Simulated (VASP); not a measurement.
Runs of VASP 6.6.1 on SnTe. The structure is that of space group Fm-3m (No. 225), or close to it. The cells are those of the table. 

```csv
level,cell,k mesh,gap on the mesh (eV),pressure (GPa)
r2SCAN,"a = 4.555 Å, angles 60.0°, 2 atoms",6 × 6 × 6,(c),-1.3
r2SCAN,"a = 4.418 Å, angles 60.0°, 2 atoms",6 × 6 × 6,0.06,3.0
r2SCAN,"a = 4.510 Å, angles 60.0°, 2 atoms",8 × 8 × 8,0.14,(b)
r2SCAN,"a = 4.510 Å, angles 60.0°, 2 atoms",6 × 6 × 6,0.14,0.0
r2SCAN,"a = 4.465 Å, angles 60.0°, 2 atoms",6 × 6 × 6,0.05,1.4
PBE,"a = 4.622 Å, angles 60.0°, 2 atoms",6 × 6 × 6,(a),(d)
PBE,"a = 4.510 Å, angles 60.0°, 2 atoms",8 × 8 × 8,0.01,0.6
PBE,"a = 4.441 Å, angles 60.0°, 2 atoms",6 × 6 × 6,0.13,2.8
```

Alike in all rows: task single point; potentials or basis VASP PAW PBE potentials, release 64 (Sn_d, Te); no spin polarisation; cutoff (eV) 520; smearing fermi-dirac 0.02 eV.

Question: Estimate the missing entries.

Answer: (a) 0.20; (b) -0.1; (c) 0.23; (d) -2.1.

Caveats: spin-orbit coupling is left out, which moves the levels of the heavy elements; the PAW data sets were made with another functional, which shifts forces and pressure a little (some runs).

A k mesh can miss the band edges, and the runs leave out spin-orbit coupling on Sn, Te.
